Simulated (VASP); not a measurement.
MgI2: single point with r2SCAN

Crystal: MgI2.

```xyz
3
Lattice="4.2196 0.0000 0.0000 -2.1098 3.6543 0.0000 0.0000 0.0000 6.8733" Properties=species:S:1:pos:R:3 pbc="T T T"
Mg    0.0000    0.0000    0.0000
I     0.0000    2.4362    1.6495
I     2.1098    1.2181    5.2239
```

This cell differs from its parent crystal: biaxial xy strain +1.5%.

| Property | Result |
| --- | --- |
| Program | VASP 6.6.1 |
| Task | single point |
| Functional | r2SCAN |
| Potentials or basis | VASP PAW PBE potentials, release 64 (Mg, I) |
| Cutoff | 520 eV |
| k mesh | 12 × 12 × 4 |
| Occupations | gaussian, width 0.01 eV |
| Spin | no spin polarisation |

The pressure is -0.2 GPa and the largest force is 0.042 eV/Å. The band gap on the k mesh is 4.01 eV, indirect (least direct gap 4.27 eV).

Forces on the atoms (eV/Å):
```
Mg   0.000  0.000  0.000
I    0.000  0.000 -0.042
I    0.000  0.000  0.042
```

Stress tensor (GPa, compression positive):
```
-0.45  0.00  0.00
 0.00 -0.45  0.00
 0.00  0.00  0.37
```

Levels at points of the mesh, in eV from the valence-band top:
```tsv
k point	band 5	band 6	band 7	band 8	band 9	band 10	band 11	band 12
(0.00, 0.00, 0.00)	-0.61	-0.22	-0.22	0.00	4.27	5.25	7.10	7.10
(0.50, 0.00, 0.00)	-1.84	-1.51	-0.91	-0.55	4.09	5.89	6.05	7.44
(0.00, 0.00, 0.50)	-0.52	-0.52	-0.31	-0.31	5.14	5.36	6.91	6.91
(0.50, 0.00, 0.50)	-1.35	-1.13	-0.81	-0.78	4.05	5.76	6.29	6.65
```

Run time: 2.9 min on 1 thread of Intel(R) Xeon(R) 6975P-C (Granite Rapids), with other jobs on the host, peak memory 0.31 GiB.

Caveat: the cell differs from its parent crystal (biaxial xy strain +1.5%); the PAW data sets were made with another functional, which shifts forces and pressure a little; spin-orbit coupling is left out, which moves the levels of the heavy elements. A k mesh can miss the band edges.
